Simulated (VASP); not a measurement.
# Mo16Se in VASP: single point with PBEsol

Aim: the single point of Mo16Se with PBEsol.

Program: VASP 6.6.1. These are calculated values, not measurements. Logs are shortened: lines on timing, memory, paths and dates and some standing lists are left out, and cuts for length are marked.

## 1. The cell of the first run

The cell holds a slab with vacuum, 17 atoms: a = 6.300 Å, b = 6.300 Å, c = 16.725 Å, α = 90.00°, β = 90.00°, γ = 90.00°.

## 2. Single point, PBEsol

Input file INCAR:

```
PREC = Accurate
ENCUT = 520
EDIFF = 1E-6
ISMEAR = -1
SIGMA = 0.05
LREAL = Auto
LASPH = T
NELM = 80
ALGO = Normal
ISIF = 2
LWAVE = F
LCHARG = F
GGA = PS
NBANDS = 129
```

Input file KPOINTS:

```
regular mesh
0
Gamma
  3 3 1
```

Input file POSCAR:

```
Mo16Se
1.0
    6.3000000000      0.0000000000      0.0000000000
    0.0000000000      6.3000000000      0.0000000000
    0.0000000000      0.0000000000     16.7250000000
Mo Se
16 1
Direct
    0.2500000000      0.2500000000      0.0597907000
    0.7500000000      0.2500000000      0.0597907000
    0.2500000000      0.7500000000      0.0597907000
    0.7500000000      0.7500000000      0.0597907000
   -0.0004991174     -0.0005060332      0.1389433523
    0.5002540820     -0.0005281571      0.1389676879
   -0.0005561314      0.5002485302      0.1389691505
    0.5002572421      0.5002680923      0.1389718965
    0.2497094100      0.2497135361      0.2376929762
    0.7497232297      0.2497561031      0.2393714098
    0.2497350873      0.7497317743      0.2393628845
    0.7497675200      0.7497871380      0.2383202418
   -0.0005469728     -0.0005423198      0.3197532010
    0.5001324713     -0.0004683796      0.3197600430
   -0.0004867864      0.5000976448      0.3197654342
    0.4999653290      0.5000544438      0.3197721550
    0.2496834172      0.2496956562      0.4008508064
```

Potentials or basis: VASP PAW PBE potentials, release 64 (Mo_sv, Se).

On the command line:

```
$ cat potpaw_PBE.64/Mo_sv/POTCAR potpaw_PBE.64/Se/POTCAR > POTCAR
$ mpirun -np 1 vasp_std > vasp.out
```

OUTCAR:

```text
PREC = Accurate
   ENCUT = 520
   EDIFF = 1E-6
   ISMEAR = -1
   LREAL = Auto
   LASPH = T
   NELM = 80
   ISIF = 2
   GGA = PS

 ion  position               nearest neighbor table
   1  0.250  0.250  0.060-   8 2.59   6 2.59   7 2.59   5 2.59   9 2.98   3 3.15   2 3.15   3 3.15
                             2 3.15
   2  0.750  0.250  0.060-   7 2.59   5 2.59   8 2.59   6 2.59  10 3.00   4 3.15   1 3.15   4 3.15
                             1 3.15
   3  0.250  0.750  0.060-   6 2.59   5 2.59   8 2.59   7 2.59  11 3.00   4 3.15   1 3.15   1 3.15
                             4 3.15
   4  0.750  0.750  0.060-   5 2.59   7 2.59   6 2.59   8 2.59  12 2.99   3 3.15   2 3.15   2 3.15
                             3 3.15
   5  1.000  0.999  0.139-   4 2.59   3 2.59   2 2.59   1 2.59   9 2.77  12 2.78  11 2.79  10 2.79
                            13 3.02   7 3.15   6 3.15   6 3.15   7 3.15
   6  0.500  0.999  0.139-   4 2.59   3 2.59   2 2.59   1 2.59   9 2.78  12 2.78  10 2.79  11 2.79
                            14 3.02   8 3.14   5 3.15   5 3.15   8 3.16
   7  0.999  0.500  0.139-   4 2.59   2 2.59   3 2.59   1 2.59   9 2.78  12 2.78  11 2.79  10 2.79
                            15 3.02   8 3.14   5 3.15   5 3.15   8 3.16
   8  0.500  0.500  0.139-   4 2.59   3 2.59   2 2.59   1 2.59  12 2.78   9 2.78  11 2.79  10 2.79
                            16 3.02   7 3.14   6 3.14   6 3.16   7 3.16
   9  0.250  0.250  0.238-  13 2.62  15 2.62  14 2.62  16 2.62  17 2.73   5 2.77   6 2.78   7 2.78
                             8 2.78   1 2.98  11 3.15  10 3.15  10 3.15  11 3.15
  10  0.750  0.250  0.239-  14 2.60  13 2.60  16 2.60  15 2.60   6 2.79   8 2.79   5 2.79   7 2.79
                             2 3.00  12 3.15   9 3.15   9 3.15  12 3.15
  11  0.250  0.750  0.239-  15 2.60  16 2.60  13 2.60  14 2.60   7 2.79   8 2.79   5 2.79   6 2.79
                             3 3.00  12 3.15   9 3.15   9 3.15  12 3.15
  12  0.750  0.750  0.238-  13 2.61  14 2.61  15 2.61  16 2.61   8 2.78   6 2.78   7 2.78   5 2.78
                             4 2.99  11 3.15  10 3.15  10 3.15  11 3.15
  13  0.999  0.999  0.320-  11 2.60  10 2.60  12 2.61  17 2.61   9 2.62   5 3.02  14 3.15  15 3.15
                            15 3.15  14 3.15
  14  0.500  1.000  0.320-  10 2.60  11 2.60  12 2.61  17 2.61   9 2.62   6 3.02  13 3.15  16 3.15
                            16 3.15  13 3.15
  15  1.000  0.500  0.320-  11 2.60  10 2.60  12 2.61  17 2.61   9 2.62   7 3.02  13 3.15  16 3.15
                            16 3.15  13 3.15
  16  0.500  0.500  0.320-  11 2.60  10 2.60  12 2.61  17 2.61   9 2.62   8 3.02  14 3.15  15 3.15
                            15 3.15  14 3.15
  17  0.250  0.250  0.401-  13 2.61  15 2.61  16 2.61  14 2.61   9 2.73

  LATTYP: Found a simple tetragonal cell.
 ALAT       =     6.3000000000
 C/A-ratio  =     2.6547619048

  Lattice vectors:

 A1 = (   6.3000000000,   0.0000000000,   0.0000000000)
 A2 = (   0.0000000000,   6.3000000000,   0.0000000000)
 A3 = (   0.0000000000,   0.0000000000,  16.7250000000)

Analysis of symmetry for initial positions (statically):
=====================================================================
 Subroutine PRICEL returns:
 Original cell was already a primitive cell.

 Routine SETGRP: Setting up the symmetry group for a
 simple tetragonal supercell.

 Subroutine GETGRP returns: Found  1 space group operations
 (whereof  1 operations were pure point group operations)
 out of a pool of 16 trial point group operations.

The static configuration has the point symmetry C_1 .

Analysis of symmetry for dynamics (positions and initial velocities):
=====================================================================
 Subroutine PRICEL returns:
 Original cell was already a primitive cell.

 Routine SETGRP: Setting up the symmetry group for a
 simple tetragonal supercell.

 Subroutine GETGRP returns: Found  1 space group operations
 (whereof  1 operations were pure point group operations)
 out of a pool of 16 trial point group operations.

The dynamic configuration has the point symmetry C_1 .

 Subroutine INISYM returns: Found  1 space group operations
 (whereof  1 operations are pure point group operations),
 and found     1 'primitive' translations

----------------------------------------------------------------------------------------

                                     Primitive cell

  volume of cell :     663.8152

  direct lattice vectors                    reciprocal lattice vectors
     6.300000000  0.000000000  0.000000000     0.158730159  0.000000000  0.000000000
[... 46 lines left out ...]

 KPOINTS: regular mesh

Automatic generation of k-mesh.
 Grid dimensions read from file:
 generate k-points for:    3    3    1

 Generating k-lattice:

  Cartesian coordinates                     Fractional coordinates (reciprocal lattice)
     0.052910053  0.000000000  0.000000000     0.333333333  0.000000000  0.000000000
     0.000000000  0.052910053  0.000000000     0.000000000  0.333333333  0.000000000
     0.000000000  0.000000000  0.059790732     0.000000000  0.000000000  1.000000000

  Length of vectors
     0.052910053  0.052910053  0.059790732

  Shift w.r.t. Gamma in fractional coordinates (k-lattice)
     0.000000000  0.000000000  0.000000000

 Subroutine IBZKPT returns following result:
 ===========================================

 Found      5 irreducible k-points:

 Following reciprocal coordinates:
            Coordinates               Weight
  0.000000  0.000000  0.000000      1.000000
  0.333333  0.000000  0.000000      2.000000
  0.000000  0.333333  0.000000      2.000000
  0.333333  0.333333  0.000000      2.000000
 -0.333333  0.333333  0.000000      2.000000
   k-points           NKPTS =      5   k-points in BZ     NKDIM =      5   number of bands    NBANDS=    129
   number of dos      NEDOS =    301   number of ions     NIONS =     17
   total plane-waves  NPLWV = 290304
   dimension x,y,z NGX =    48 NGY =   48 NGZ =  126
   dimension x,y,z NGXF=    96 NGYF=   96 NGZF=  252
   ions per type =              16   1
   NGX,Y,Z   is equivalent  to a cutoff of  12.67, 12.67, 12.52 a.u.
   NGXF,Y,Z  is equivalent  to a cutoff of  25.33, 25.33, 25.05 a.u.
 SYSTEM =  unknown system
   PREC   = accura    normal or accurate (medium, high low for compatibility)
   ISTART =      0    job   : 0-new  1-cont  2-samecut
   ICHARG =      2    charge: 1-file 2-atom 10-const
   ISPIN  =      1    spin polarized calculation?
   LNONCOLLINEAR =      F non collinear calculations
   LSORBIT =      F    spin-orbit coupling
   LASPH  =      T    aspherical Exc in radial PAW
   ENCUT  =  520.0 eV  38.22 Ry    6.18 a.u.  11.71 11.71 31.10*2*pi/ulx,y,z
   NELM   =     80;   NELMIN=  2; NELMDL= -5     # of ELM steps
   EDIFF  = 0.1E-05   stopping-criterion for ELM
   LREAL  =      T    real-space projection
   EDIFFG = 0.1E-04   stopping-criterion for IOM
   NSW    =      0    number of steps for IOM
   IBRION =     -1    ionic relax: 0-MD 1-quasi-New 2-CG
   NFREE  =      0    steps in history (QN), initial steepest desc. (CG)
   ISIF   =      2    stress and relaxation
   ISYM   =      2    0-nonsym 1-usesym 2-fastsym
   POTIM  = 0.5000    time-step for ionic-motion
   TEBEG  =    0.0;   TEEND  =   0.0 temperature during run
   PSTRESS=    0.0 pullay stress
   NELECT =     230.0000    total number of electrons
   NUPDOWN=      -1.0000    fix difference up-down
   EMIN   =  10.00;   EMAX   =-10.00  energy-range for DOS
   EFERMI =   0.00;   METHOD = LEGACY
   ISMEAR =    -1;   SIGMA  =   0.05  broadening in eV -4-tet -1-fermi 0-gaus
   EFERMI_NEDOS =   21; number of points for ismear=-14 and -15
   IALGO  =     38    algorithm
   IMIX   =      4    mixing-type and parameters
     AMIX     =   0.40;   BMIX     =  1.00
     AMIX_MAG =   1.60;   BMIX_MAG =  1.00
  volume/ion in A,a.u.               =      39.05       263.51
  Fermi-wavevector in a.u.,A,eV,Ry     =   1.149834  2.172871 17.988501  1.322118
  Thomas-Fermi vector in A             =   2.286501
   LORBIT       =      0    0 simple, 1 ext, 2 COOP (PROOUT), +10 PAW based schemes
   GGA     = PS    functional components
   LHFCALC =     F    Hartree Fock is set to
   AEXX    =    0.0000 exact exchange contribution
   IVDW    =     0    specifies the selected vdW correction
   LEPSILON=     F    determine dielectric tensor
   LRPA    =     F    only Hartree local field effects (RPA)
 non-spin polarized calculation
  energy-cutoff  :      520.00
  volume of cell :      663.82
 maximum number of plane-waves:     17939
   NGX = 23   NGY = 23   NGZ = 63

 number of electron     230.0000026 magnetization

 Free energy of the ion-electron system (eV)
  ---------------------------------------------------
  ext. energy  EPLUGINS =         0.00000000
  ---------------------------------------------------
  free energy    TOTEN  =      -178.76143429 eV

  energy without entropy =     -178.65415459  energy(sigma->0) =     -178.70779444

 E-fermi :   2.4338     XC(G=0):  -6.5405

 val. band max:        2.4251117874   @ k =   0.0000   0.0000   0.0000
 cond. band min:       2.4837577159   @ k =   0.0000   0.3333   0.0000
 fundamental gap:      0.0586459285
 Fermi energy:         2.4337711842

 k-point     1 :       0.0000    0.0000    0.0000
  band No.  band energies     occupation
      1     -58.4692      2.00000
      2     -58.3376      2.00000
      3     -58.2808      2.00000
      4     -58.2521      2.00000
      5     -58.2520      2.00000
      6     -58.2476      2.00000
[... 639 lines left out ...]
    126       3.7885      0.00000
    127       3.7915      0.00000
 [bands above 127 left out]

------------------------ aborting loop because EDIFF is reached ----------------------------------------

  FORCE on cell =-STRESS in cart. coord.  units (eV):
  Direction    XX          YY          ZZ          XY          YZ          ZX
  --------------------------------------------------------------------------------------
  -------------------------------------------------------------------------------------
  Total      -12.2433600    -12.2451349      0.4639622      0.0018039      0.0234736      0.0263788
  in kB      -29.5504416    -29.5547257      1.1198141      0.0043539      0.0566556      0.0636676
  external PRESSURE =     -19.3284511 kB  Pullay stress =       0.0000000 kB

 VOLUME and BASIS-vectors are now :
 -----------------------------------------------------------------------------
  energy-cutoff  :      520.00
  volume of cell :      663.82
      direct lattice vectors                 reciprocal lattice vectors
     6.300000000  0.000000000  0.000000000     0.158730159  0.000000000  0.000000000
     0.000000000  6.300000000  0.000000000     0.000000000  0.158730159  0.000000000
     0.000000000  0.000000000 16.725000000     0.000000000  0.000000000  0.059790732

 POSITION                                       TOTAL-FORCE (eV/Angst)
 -----------------------------------------------------------------------------------
      1.57500      1.57500      1.00000        -0.001546     -0.001426      0.094620
      4.72500      1.57500      1.00000        -0.002960     -0.000998     -0.023829
      1.57500      4.72500      1.00000        -0.001378     -0.002864     -0.024141
      4.72500      4.72500      1.00000        -0.002448     -0.002439     -0.218080
      6.29686      6.29681      2.32383        -0.000071      0.000532      0.027561
      3.15160      6.29667      2.32423        -0.001109      0.002621      0.022511
[... 9 lines left out ...]
      3.14978      3.15034      5.34819         0.005193      0.002702      0.024619
      1.57301      1.57308      6.70423         0.000068     -0.000927      0.029683
 -----------------------------------------------------------------------------------
    total drift:                                0.001000      0.000650     -0.006906

  FREE ENERGIE OF THE ION-ELECTRON SYSTEM (eV)
  ---------------------------------------------------
  free  energy   TOTEN  =      -178.7614342927 eV

  energy  without entropy=     -178.6541545853  energy(sigma->0) =     -178.70779444
```

It took 26 min on 1 thread of Intel Xeon 8259CL, shared host; peak memory 0.75 GiB.

Results:

- Free energy: -178.7614 eV
- Largest force: 0.218 eV/Å
- Band gap on the k mesh: zero (bands 115 and 116 overlap by 0.28 eV)

Forces on the atoms (eV/Å):
```
Mo  -0.002 -0.001  0.095
Mo  -0.003 -0.001 -0.024
Mo  -0.001 -0.003 -0.024
Mo  -0.002 -0.002 -0.218
Mo   0.000  0.001  0.028
Mo  -0.001  0.003  0.023
Mo   0.004 -0.001  0.022
Mo  -0.003 -0.003  0.023
Mo   0.005  0.006 -0.014
Mo   0.002  0.004 -0.024
Mo   0.004  0.002 -0.023
Mo   0.000  0.000  0.001
Mo  -0.004 -0.003  0.028
Mo   0.000 -0.004  0.027
Mo  -0.004  0.002  0.026
Mo   0.005  0.003  0.025
Se   0.000 -0.001  0.030
```

Levels at points of the mesh, in eV from the Fermi level:
| k point | band 113 | band 114 | band 115 | band 116 | band 117 | band 118 |
| --- | --- | --- | --- | --- | --- | --- |
| (0.00, 0.00, 0.00) | -0.09 | -0.09 | -0.01 | 0.52 | 0.81 | 0.81 |

Caveat: there is no dipole correction, which matters where the two faces differ; the PAW data sets were made with another functional, which shifts forces and pressure a little.

The gap in the log of VASP goes by the Fermi energy; the results here count the filled bands.